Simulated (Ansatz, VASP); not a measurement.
**ZnS: VASP beside Ansatz**

File POSCAR:

```
ZnS
1.0
    3.7821224124      0.0000000000      0.0000000000
   -1.8910612062      3.2754140894      0.0000000000
    0.0000000000      0.0000000000      6.2077286821
Zn S
2 2
Direct
    0.3333333333      0.6666666667      0.0004329265
    0.6666666667      0.3333333333      0.5004329265
    0.3333333333      0.6666666667      0.3745670735
    0.6666666667      0.3333333333      0.8745670735
```

File INCAR.step1:

```
SYSTEM = ZnS
PREC = Accurate
ENCUT = 520
EDIFF = 1E-5
ISMEAR = 0
SIGMA = 0.01
LREAL = .FALSE.
LASPH = .TRUE.
NELM = 100
ALGO = Normal
ISIF = 2
LWAVE = .TRUE.
LCHARG = .FALSE.
NBANDS = 26
GGA = PE
```

File INCAR.step2:

```
SYSTEM = ZnS
PREC = Accurate
ENCUT = 520
EDIFF = 1E-6
ISMEAR = 0
SIGMA = 0.01
LREAL = .FALSE.
LASPH = .TRUE.
NELM = 100
ALGO = Normal
ISIF = 2
LWAVE = .FALSE.
LCHARG = .FALSE.
GGA = PE
LHFCALC = .TRUE.
AEXX = 0.25
PRECFOCK = Normal
NBANDS = 26
ISTART = 1
```

Contents of KPOINTS:

```
Automatic mesh
0
G
  6 6 2
  0 0 0
```

Input for Ansatz:

```yaml
crystal:
  lattice:
    - [3.7821224124, 0.0, 0.0]
    - [-1.8910612062, 3.2754140894, 0.0]
    - [0.0, 0.0, 6.2077286821]
  atoms:
    - { symbol: Zn, position: [0.3333333333, 0.6666666667, 0.0004329265] }
    - { symbol: Zn, position: [0.6666666667, 0.3333333333, 0.5004329265] }
    - { symbol: S, position: [0.3333333333, 0.6666666667, 0.3745670735] }
    - { symbol: S, position: [0.6666666667, 0.3333333333, 0.8745670735] }
basis:
  ecutwfc: 420
kpoints:
  mp_grid: { grid: [6, 6, 2] }
  band_path:
    path:
      - [0.0, 0.0, 0.0]
      - [0.0, 0.0, 0.0]
      - [0.5, 0.0, 0.0]
      - [0.5, 0.0, 0.3598629076]
      - [0.3333333333, 0.3333333333, 0.0]
      - [0.0, 0.0, 0.5]
    npoints: 1
hamiltonian:
  xc: pbe0
scf:
  occupations: { method: fixed }
  n_extra_bands: 6
output:
  eigenvalues: true
```

Alike in both runs: task single point; functional PBE0; k mesh 6 × 6 × 2; no spin polarisation.

|  | VASP | Ansatz |
| --- | --- | --- |
| version | VASP 6.6.1 | Ansatz 0.2.0 |
| potentials or method | VASP PAW PBE potentials, release 64 (Zn, S), cutoff 520 eV | scalar-relativistic, plane waves, PAW |
| occupations | gaussian, width 0.01 eV | fixed |
| valence electrons in the cell | 36 | 36 |

```csv
,VASP,Ansatz,Ansatz less VASP
gap on the k mesh at the Fermi level (eV),4.21,4.21,-0.006
least direct gap on the mesh (eV),4.21,4.21,-0.006
```

The k mesh is coarse, so the values compare programs but aren't converged.
